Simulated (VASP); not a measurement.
Wanted: the native input for a VASP 6.6.1 run.

```
Task                   : single point
Functional             : PBE
Potentials or basis    : VASP PAW PBE potentials, release 64 (Si)
Cutoff                 : 520 eV
k mesh                 : 9 × 9 × 1
Occupations            : fermi-dirac, width 0.02 eV
Spin                   : no spin polarisation
Dipole correction      : yes
Electric field (eV/Å)  : 0.5
Further INCAR settings : ALGO = Normal; EDIFF = 1e-07; NBANDS = 16; EFIELD = -0.5
```

The structure of Si lies in POSCAR:

```
Si
1.0
    3.8685410222      0.0000000000      0.0000000000
   -1.9342705111      3.3502548008      0.0000000000
    0.0000000000      0.0000000000     19.9483000000
Si
4
Direct
    0.1666666667      0.3333333333      0.4035140844
    0.5000000000      1.0000000000      0.4366457658
    0.5000000000      1.0000000000      0.5633542826
    0.8333333333      0.6666666667      0.5964858677
```

These files were run (other wordings do the same):

INCAR

```
SYSTEM = Si
ALGO = Normal
DIPOL = 0.5 0.5 0.500
EDIFF = 1E-7
EFIELD = -0.5
ENCUT = 520
GGA = PE
IDIPOL = 3
ISIF = 2
ISMEAR = -1
LASPH = .TRUE.
LCHARG = .FALSE.
LDIPOL = .TRUE.
LREAL = .FALSE.
LWAVE = .FALSE.
NBANDS = 16
NELM = 100
PREC = Accurate
SIGMA = 0.02
```

KPOINTS

```
k-points
0
G
  9 9 1
  0 0 0
```

Potentials or basis: VASP PAW PBE potentials, release 64 (Si).

Run with:

```bash
$ cat potpaw_PBE.64/Si/POTCAR > POTCAR
$ mpirun -np 1 vasp_std > vasp.out
```

It gave:

```
Largest force : 0.038 eV/Å
```

Wall time 72 s on 1 thread of Intel(R) Xeon(R) 6975P-C (Granite Rapids), on a shared host, peak memory 0.34 GiB.
